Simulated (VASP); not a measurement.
# CuAu in VASP: notebook

CuAu is run at these levels: PBE; tasks: single point.

All numbers are computed with VASP 6.6.1; they aren't measurements. Logs are shortened: lines on timing, memory, paths and dates and some standing lists are left out, and cuts for length are marked.

### Step 1. The cell of the first run

The typed cell holds 2 atoms: a = 2.749 Å, b = 2.713 Å, c = 3.619 Å, α = 90.00°, β = 90.00°, γ = 90.07°.

### Step 2. Single point, PBE (strained)

File INCAR:

```
PREC = Accurate
ENCUT = 520
EDIFF = 1E-6
ISMEAR = 0
SIGMA = 0.1
LREAL = F
LASPH = T
NELM = 100
ALGO = Normal
ISIF = 2
LWAVE = F
LCHARG = T
GGA = PE
LELF = T
LVHAR = T
NBANDS = 18
```

File KPOINTS:

```
regular mesh
0
Gamma
  14 14 10
```

File POSCAR:

```
CuAu
1.0
    2.7489560000     -0.0016520000      0.0000000000
   -0.0016520000      2.7130600000      0.0000000000
    0.0000000000      0.0000000000      3.6191338000
Cu Au
1 1
Direct
    0.5000000000      0.5000000000      0.5000000000
    0.0000000000      0.0000000000      0.0000000000
```

Potentials or basis: VASP PAW PBE potentials, release 64 (Cu, Au).

The run is started by

```bash
$ cat potpaw_PBE.64/Cu/POTCAR potpaw_PBE.64/Au/POTCAR > POTCAR
$ mpirun -np 1 vasp_std > vasp.out
```

OUTCAR:

```text
PREC = Accurate
   ENCUT = 520
   EDIFF = 1E-6
   ISMEAR = 0
   LREAL = F
   LASPH = T
   NELM = 100
   ISIF = 2
   GGA = PE

 ion  position               nearest neighbor table
   1  0.500  0.500  0.500-   2 2.65   2 2.65   2 2.65   2 2.65   2 2.65   2 2.65   2 2.65   2 2.65

   2  0.000  0.000  0.000-   1 2.65   1 2.65   1 2.65   1 2.65   1 2.65   1 2.65   1 2.65   1 2.65

  Warning from LATTYP: Monoclinic adjustment (A1->A3, A2->A1, A3->A2)!
  LATTYP: Found a simple monoclinic cell.
 ALAT       =     2.7130605030
 B/A-ratio  =     1.3339672285
 C/A-ratio  =     1.0132308120
 COS(beta)  =    -0.0012098615

  Lattice vectors:

 A1 = (  -0.0016520000,   2.7130600000,   0.0000000000)
 A2 = (   0.0000000000,   0.0000000000,   3.6191338000)
 A3 = (   2.7489560000,  -0.0016520000,   0.0000000000)

Analysis of symmetry for initial positions (statically):
=====================================================================
 Subroutine PRICEL returns:
 Original cell was already a primitive cell.

 Routine SETGRP: Setting up the symmetry group for a
 simple monoclinic supercell.

 Subroutine GETGRP returns: Found  4 space group operations
 (whereof  4 operations were pure point group operations)
 out of a pool of  4 trial point group operations.

The static configuration has the point symmetry C_2h.

Analysis of symmetry for dynamics (positions and initial velocities):
=====================================================================
 Subroutine PRICEL returns:
 Original cell was already a primitive cell.

 Routine SETGRP: Setting up the symmetry group for a
 simple monoclinic supercell.

 Subroutine GETGRP returns: Found  4 space group operations
 (whereof  4 operations were pure point group operations)
 out of a pool of  4 trial point group operations.

The dynamic configuration has the point symmetry C_2h.

 Subroutine INISYM returns: Found  4 space group operations
 (whereof  4 operations are pure point group operations),
 and found     1 'primitive' translations

----------------------------------------------------------------------------------------

                                     Primitive cell

  volume of cell :      26.9918

  direct lattice vectors                    reciprocal lattice vectors
     2.748956000 -0.001652000  0.000000000     0.363774599  0.000221505  0.000000000
    -0.001652000  2.713060000  0.000000000     0.000221505  0.368587634  0.000000000
     0.000000000  0.000000000  3.619133800     0.000000000  0.000000000  0.276309210

  length of vectors
     2.748956496  2.713060503  3.619133800     0.363774666  0.368587700  0.276309210

  position of ions in fractional coordinates (direct lattice)
     0.500000000  0.500000000  0.500000000
     0.000000000  0.000000000  0.000000000

  ion indices of the primitive-cell ions
   primitive index   ion index
                 1           1
                 2           2

----------------------------------------------------------------------------------------

 KPOINTS: regular mesh

Automatic generation of k-mesh.
 Grid dimensions read from file:
 generate k-points for:   14   14   10

 Generating k-lattice:

  Cartesian coordinates                     Fractional coordinates (reciprocal lattice)
     0.025983900  0.000015822  0.000000000     0.071428571 -0.000000000  0.000000000
     0.000015822  0.026327688  0.000000000    -0.000000000  0.071428571  0.000000000
     0.000000000  0.000000000  0.027630921     0.000000000  0.000000000  0.100000000

  Length of vectors
     0.025983905  0.026327693  0.027630921

  Shift w.r.t. Gamma in fractional coordinates (k-lattice)
     0.000000000  0.000000000  0.000000000

 Subroutine IBZKPT returns following result:
 ===========================================

 Found    600 irreducible k-points:

 Following reciprocal coordinates:
            Coordinates               Weight
  0.000000  0.000000  0.000000      1.000000
  0.071429  0.000000  0.000000      2.000000
  0.142857  0.000000  0.000000      2.000000
  0.214286  0.000000  0.000000      2.000000
  0.285714  0.000000  0.000000      2.000000
  0.357143 -0.000000  0.000000      2.000000
[... 16 lines left out ...]
  0.000000  0.142857  0.000000      2.000000
  0.071429  0.142857  0.000000      2.000000
 [... further k-points ...]
   k-points           NKPTS =    600   k-points in BZ     NKDIM =    600   number of bands    NBANDS=     18
   number of dos      NEDOS =    301   number of ions     NIONS =      2
   total plane-waves  NPLWV =  11200
   dimension x,y,z NGX =    20 NGY =   20 NGZ =   28
   dimension x,y,z NGXF=    40 NGYF=   40 NGZF=   56
   ions per type =               1   1
   NGX,Y,Z   is equivalent  to a cutoff of  12.10, 12.26, 12.86 a.u.
   NGXF,Y,Z  is equivalent  to a cutoff of  24.19, 24.51, 25.72 a.u.
 SYSTEM =  unknown system
   PREC   = accura    normal or accurate (medium, high low for compatibility)
   ISTART =      0    job   : 0-new  1-cont  2-samecut
   ICHARG =      2    charge: 1-file 2-atom 10-const
   ISPIN  =      1    spin polarized calculation?
   LNONCOLLINEAR =      F non collinear calculations
   LSORBIT =      F    spin-orbit coupling
   LASPH  =      T    aspherical Exc in radial PAW
   ENCUT  =  520.0 eV  38.22 Ry    6.18 a.u.   5.11  5.04  6.73*2*pi/ulx,y,z
   NELM   =    100;   NELMIN=  2; NELMDL= -5     # of ELM steps
   EDIFF  = 0.1E-05   stopping-criterion for ELM
   LREAL  =      F    real-space projection
   EDIFFG = 0.1E-04   stopping-criterion for IOM
   NSW    =      0    number of steps for IOM
   IBRION =     -1    ionic relax: 0-MD 1-quasi-New 2-CG
   NFREE  =      0    steps in history (QN), initial steepest desc. (CG)
   ISIF   =      2    stress and relaxation
   ISYM   =      2    0-nonsym 1-usesym 2-fastsym
   POTIM  = 0.5000    time-step for ionic-motion
   TEBEG  =    0.0;   TEEND  =   0.0 temperature during run
   PSTRESS=    0.0 pullay stress
   NELECT =      22.0000    total number of electrons
   NUPDOWN=      -1.0000    fix difference up-down
   EMIN   =  10.00;   EMAX   =-10.00  energy-range for DOS
   EFERMI =   0.00;   METHOD = LEGACY
   ISMEAR =     0;   SIGMA  =   0.10  broadening in eV -4-tet -1-fermi 0-gaus
   EFERMI_NEDOS =   21; number of points for ismear=-14 and -15
   IALGO  =     38    algorithm
   IMIX   =      4    mixing-type and parameters
     AMIX     =   0.40;   BMIX     =  1.00
     AMIX_MAG =   1.60;   BMIX_MAG =  1.00
  volume/ion in A,a.u.               =      13.50        91.07
  Fermi-wavevector in a.u.,A,eV,Ry     =   1.529227  2.889819 31.817685  2.338534
  Thomas-Fermi vector in A             =   2.636877
   LORBIT       =      0    0 simple, 1 ext, 2 COOP (PROOUT), +10 PAW based schemes
   GGA     = PE    functional components
   LHFCALC =     F    Hartree Fock is set to
   AEXX    =    0.0000 exact exchange contribution
   IVDW    =     0    specifies the selected vdW correction
   LEPSILON=     F    determine dielectric tensor
   LRPA    =     F    only Hartree local field effects (RPA)
 non-spin polarized calculation
 Gauss-broadening in eV      SIGMA  =   0.10
  energy-cutoff  :      520.00
  volume of cell :       26.99
 maximum number of plane-waves:       740
   NGX = 11   NGY = 11   NGZ = 13

 number of electron      21.9999979 magnetization

 Free energy of the ion-electron system (eV)
  ---------------------------------------------------
  ext. energy  EPLUGINS =         0.00000000
  ---------------------------------------------------
  free energy    TOTEN  =        -6.88830378 eV

  energy without entropy =       -6.88481405  energy(sigma->0) =       -6.88655891

 E-fermi :   9.9852     XC(G=0): -13.1149

 val. band max:        9.9832443088   @ k =   0.5000   0.2857   0.1000
 cond. band min:       9.9948859293   @ k =  -0.3571   0.0714   0.4000
 fundamental gap:      0.0116416205
 Fermi energy:         9.9851617279

 k-point     1 :       0.0000    0.0000    0.0000
  band No.  band energies     occupation
      1      -0.6059      2.00000
      2       2.6319      2.00000
      3       2.8181      2.00000
      4       5.4862      2.00000
      5       5.5963      2.00000
      6       6.7795      2.00000
[... 10 lines left out ...]
     17      27.4010      0.00000
     18      27.8808      0.00000

 k-point     2 :       0.0714    0.0000    0.0000
  band No.  band energies     occupation
      1      -0.4798      2.00000
      2       2.6887      2.00000
      3       2.9019      2.00000
      4       5.4064      2.00000
      5       5.6270      2.00000
      6       6.7250      2.00000
[... 10 lines left out ...]
     17      27.4698      0.00000
     18      28.4653      0.00000

 k-point     3 :       0.1429    0.0000    0.0000
  band No.  band energies     occupation
      1      -0.1148      2.00000
      2       2.8267      2.00000
      3       3.1727      2.00000
      4       5.1771      2.00000
      5       5.7172      2.00000
      6       6.5674      2.00000
[... 10 lines left out ...]
     17      27.5002      0.00000
     18      30.0645      0.00000

 k-point     4 :       0.2143    0.0000    0.0000
  band No.  band energies     occupation
      1       0.4483      2.00000
      2       3.0198      2.00000
      3       3.6138      2.00000
      4       4.8390      2.00000
      5       5.8597      2.00000
      6       6.3313      2.00000
[... 375 lines left out ...]
      4       5.4036      2.00000
      5       5.5670      2.00000
      6       6.6514      2.00000
[... 10 lines left out ...]
     17      27.9218      0.00000
     18      28.7717      0.00000

 k-point    23 :       0.0000    0.1429    0.0000
  band No.  band energies     occupation
      1      -0.0940      2.00000
      2       2.9017      2.00000
      3       3.1356      2.00000
      4       5.2510      2.00000
      5       5.6145      2.00000
      6       6.5343      2.00000
[... 10 lines left out ...]
     17      27.6532      0.00000
     18      30.1667      0.00000

 k-point    24 :       0.0714    0.1429    0.0000
  band No.  band energies     occupation
      1       0.0322      2.00000
      2       2.9977      2.00000
      3       3.1747      2.00000
      4       5.2337      2.00000
      5       5.5539      2.00000
      6       6.4517      2.00000
[... 10 lines left out ...]
     17      27.7795      0.00000
     18      30.1677      0.00000

 [... further k-points ...]
[... 5 lines left out ...]
  --------------------------------------------------------------------------------------
  -------------------------------------------------------------------------------------
  Total        3.4202322      3.6255994      3.0877109      0.0066278      0.0000000      0.0000000
  in kB      203.0179846    215.2081587    183.2801994      0.3934099      0.0000000      0.0000000
  external PRESSURE =     200.5021142 kB  Pullay stress =       0.0000000 kB

 VOLUME and BASIS-vectors are now :
 -----------------------------------------------------------------------------
  energy-cutoff  :      520.00
  volume of cell :       26.99
      direct lattice vectors                 reciprocal lattice vectors
     2.748956000 -0.001652000  0.000000000     0.363774599  0.000221505  0.000000000
    -0.001652000  2.713060000  0.000000000     0.000221505  0.368587634  0.000000000
     0.000000000  0.000000000  3.619133800     0.000000000  0.000000000  0.276309210

 POSITION                                       TOTAL-FORCE (eV/Angst)
 -----------------------------------------------------------------------------------
      1.37365      1.35570      1.80957         0.000000      0.000000      0.000000
      0.00000      0.00000      0.00000        -0.000000      0.000000      0.000000
 -----------------------------------------------------------------------------------
    total drift:                               -0.000000      0.000000      0.000000

  FREE ENERGIE OF THE ION-ELECTRON SYSTEM (eV)
  ---------------------------------------------------
  free  energy   TOTEN  =        -6.8883037753 eV

  energy  without entropy=       -6.8848140462  energy(sigma->0) =       -6.88655891
```

It took 3.1 min on 1 thread of AMD EPYC 7R13 (Zen 3), shared host; peak memory 0.36 GiB.

What came out:

```yaml
Free_energy: -6.8883 eV
Pressure: 20.1 GPa
Band_gap_on_the_k_mesh: zero (band 11 reaches 15.60 eV, above the bottom of band 12 at 7.78 eV)
```

Levels at points of the mesh, in eV from the Fermi level:
| k point | band 7 | band 8 | band 9 | band 10 | band 11 | band 12 | band 13 | band 14 | band 15 | band 16 |
| --- | --- | --- | --- | --- | --- | --- | --- | --- | --- | --- |
| (0.00, 0.00, 0.00) | -3.20 | -2.40 | -1.86 | -1.61 | -1.60 | 1.77 | 8.46 | 10.14 | 10.67 | 17.35 |
| (0.50, 0.00, 0.00) | -3.43 | -3.38 | -2.67 | -2.45 | -1.02 | -0.13 | 9.47 | 9.65 | 11.80 | 11.81 |
| (0.00, 0.50, 0.00) | -3.44 | -3.34 | -2.72 | -2.47 | -0.91 | 0.11 | 9.57 | 9.80 | 11.85 | 11.94 |
| (0.50, 0.50, 0.00) | -1.81 | -1.64 | -1.52 | -1.51 | 0.46 | 0.49 | 5.73 | 7.50 | 10.13 | 11.77 |
| (0.00, 0.00, 0.50) | -3.63 | -2.90 | -2.68 | -2.63 | -2.59 | -2.20 | 14.63 | 14.91 | 15.35 | 15.41 |
| (0.50, 0.00, 0.50) | -2.01 | -1.93 | -1.77 | -1.70 | -1.48 | -1.48 | 2.89 | 4.68 | 16.15 | 16.54 |
| (0.00, 0.50, 0.50) | -1.91 | -1.89 | -1.79 | -1.71 | -1.38 | -1.37 | 3.13 | 4.82 | 15.91 | 16.37 |
| (0.50, 0.50, 0.50) | -3.45 | -2.43 | -1.82 | -1.64 | 5.61 | 5.66 | 5.69 | 6.88 | 7.11 | 7.20 |

Caveat: the cell differs from its parent crystal (strained); spin-orbit coupling is left out, which moves the levels of the heavy elements.

### Step 3. Single point, PBE (strained)

File INCAR:

```
SYSTEM = CuAu
PREC = Accurate ; ENCUT = 520
EDIFF = 1E-7 ; ISMEAR = 0
SIGMA = 0.1 ; LREAL = .False.
LASPH = .True. ; NELM = 100
ALGO = Normal ; ISIF = 2
LWAVE = .False. ; LCHARG = .False.
GGA = PE ; NBANDS = 18
```

File KPOINTS:

```
Automatic mesh
0
Gamma
  16 16 12
  0 0 0
```

File POSCAR:

```
CuAu
1.0
    2.8532280000      0.0000000000      0.0000000000
    0.0000000000      2.8532280000      0.0000000000
    0.0000000000      0.0000000000      4.0700667000
Cu Au
1 1
Direct
    0.5000000000      0.5000000000      0.5000000000
    0.0000000000      0.0000000000      0.0000000000
```

Potentials or basis: VASP PAW PBE potentials, release 64 (Cu, Au).

The run is started by

```bash
$ cat potpaw_PBE.64/Cu/POTCAR potpaw_PBE.64/Au/POTCAR > POTCAR
$ mpirun -np 1 vasp_std > vasp.out
```

It took 2.5 min on 1 thread of AMD EPYC 7R13 (Zen 3), shared host; peak memory 0.28 GiB.

The run converged. Its results:

```yaml
Free_energy: -6.9351 eV
Pressure: -10.2 GPa
Band_gap_on_the_k_mesh: zero (band 11 reaches 12.18 eV, above the bottom of band 12 at 5.32 eV)
```

Stress tensor (GPa, compression positive):
```
 -9.25   0.00   0.00
  0.00  -9.25   0.00
  0.00   0.00 -12.18
```

Levels at points of the mesh, in eV from the Fermi level:
| k point | band 9 | band 10 | band 11 | band 12 | band 13 | band 14 |
| --- | --- | --- | --- | --- | --- | --- |
| (0.00, 0.00, 0.00) | -1.51 | -1.37 | -1.37 | 1.26 | 5.55 | 10.53 |
| (0.50, 0.00, 0.00) | -1.99 | -1.81 | -0.56 | 0.06 | 7.89 | 8.08 |
| (0.50, 0.50, 0.00) | -1.38 | -1.34 | 1.42 | 1.42 | 5.06 | 6.35 |
| (0.00, 0.00, 0.50) | -2.13 | -1.90 | -1.90 | -1.62 | 14.01 | 14.20 |
| (0.50, 0.00, 0.50) | -1.50 | -1.45 | -0.58 | -0.55 | 2.25 | 3.48 |
| (0.50, 0.50, 0.50) | -1.43 | -1.34 | 5.23 | 5.23 | 5.28 | 5.80 |

Caveat: the cell differs from its parent crystal (strained); spin-orbit coupling is left out, which moves the levels of the heavy elements.
